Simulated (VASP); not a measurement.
Write the native input for VASP 6.6.1 that does the following.

```yaml
Task: electric field gradients
Functional: PBE
Potentials_or_basis: VASP PAW PBE potentials, release 64 (Cu)
Cutoff: 520 eV
k_mesh: 19 × 19 × 19
Occupations: fermi-dirac, width 0.08 eV
Spin: non-collinear spin, zero start, spin-orbit coupling
Starting_moments: "[[0.0, 0.0, 0.0]] μB"
Dipole_correction: no
Further_INCAR_settings: ALGO = Normal; EDIFF = 1e-08; NBANDS = 22
```

The structure of Cu lies in POSCAR:

```
Cu
1.0
    0.0000000000      1.8075000000      1.8075000000
    1.8075000000      0.0000000000      1.8075000000
    1.8075000000      1.8075000000      0.0000000000
Cu
1
Direct
    0.0000000000      0.0000000000      0.0000000000
```

One way to write it, as run:

INCAR

```
SYSTEM = Cu
ALGO     = Normal         ! electronic algorithm
EDIFF    = 1E-8           ! SCF threshold, eV
ENCUT    = 520            ! plane-wave cutoff, eV
GGA      = PE             ! functional
GGA_COMPAT= .False.      
ISIF     = 2              ! what is computed and relaxed
ISMEAR   = -1             ! smearing method
LASPH    = .True.         ! aspherical terms in the spheres
LCHARG   = .False.        ! write CHGCAR
LEFG     = .True.       
LMAXMIX  = 4              ! l up to which the mixer works
LNONCOLLINEAR= .True.         ! non-collinear magnetism
LORBIT   = 11             ! projections on sites
LORBMOM  = .True.       
LREAL    = .False.        ! projectors in reciprocal space
LSORBIT  = .True.         ! spin-orbit coupling
LWAVE    = .False.        ! write WAVECAR
MAGMOM   = 0 0 0          ! initial moments
NBANDS   = 22             ! bands
NELM     = 150            ! most SCF steps
PREC     = Accurate       ! precision mode
SIGMA    = 0.08           ! smearing width, eV
```

KPOINTS

```
k-points
0
Gamma
  19 19 19
  0 0 0
```

Potentials or basis: VASP PAW PBE potentials, release 64 (Cu).

Launch:

```sh
$ cat potpaw_PBE.64/Cu/POTCAR > POTCAR
$ mpirun -np 1 vasp_ncl > vasp.out
```

Results of the run:

```yaml
Pressure: 2.2 GPa
Net_moment: 0.00 μB per cell
Valence_electrons_inside_the_program's_atomic_spheres: Cu 10.00
```

Caveat: without QUAD_EFG the Cq values of the log hold for a quadrupole moment of 1 mb, not for the nuclei.

It took 56 s on 1 thread of Intel(R) Xeon(R) 6975P-C (Granite Rapids), on a shared host, peak memory 0.21 GiB.
